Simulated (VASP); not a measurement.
Nb, 2 atoms in the cell. It takes space group Fd-3m (No. 227, cubic). Conventional cell: a = 5.770 Å, b = 5.770 Å, c = 5.770 Å, α = 90.00°, β = 90.00°, γ = 90.00°. Within 3.3 Å of Nb (site symmetry -43m) lie 4 Nb at 2.50 Å. This isn't the form of Nb at room conditions, which is bcc.

| Property | Result |
| --- | --- |
| Program | VASP 6.6.1 |
| Task | relaxation of cell and atoms |
| Functional | PBEsol |
| Potentials or basis | VASP PAW PBE potentials, release 64 (Nb_sv) |
| Cutoff | 500 eV |
| k mesh | 7 × 7 × 7 |
| Occupations | gaussian, width 0.1 eV |
| Spin | no spin polarisation |
| Target pressure | 15 GPa |
| Dipole correction | no |
| Further INCAR settings | ALGO = Normal; EDIFF = 1e-07; IBRION = 2; EDIFFG = -0.03; NSW = 80; ISIF = 3 |

Potentials or basis: VASP PAW PBE potentials, release 64 (Nb_sv).

Launch:

```console
$ cat potpaw_PBE.64/Nb_sv/POTCAR > POTCAR
$ mpirun -np 1 vasp_std > vasp.out
```

Hardware: 1 thread of Intel(R) Xeon(R) Platinum 8259CL CPU @ 2.50GHz (Skylake/Cascade Lake), with other jobs on the host.

How long does it take, and how much memory?

Wall time 89 s on 1 thread of Intel(R) Xeon(R) Platinum 8259CL CPU @ 2.50GHz (Skylake/Cascade Lake), with other jobs on the host, peak memory 0.17 GiB. Counts: scf iterations 63, k points 20, ion steps 5.
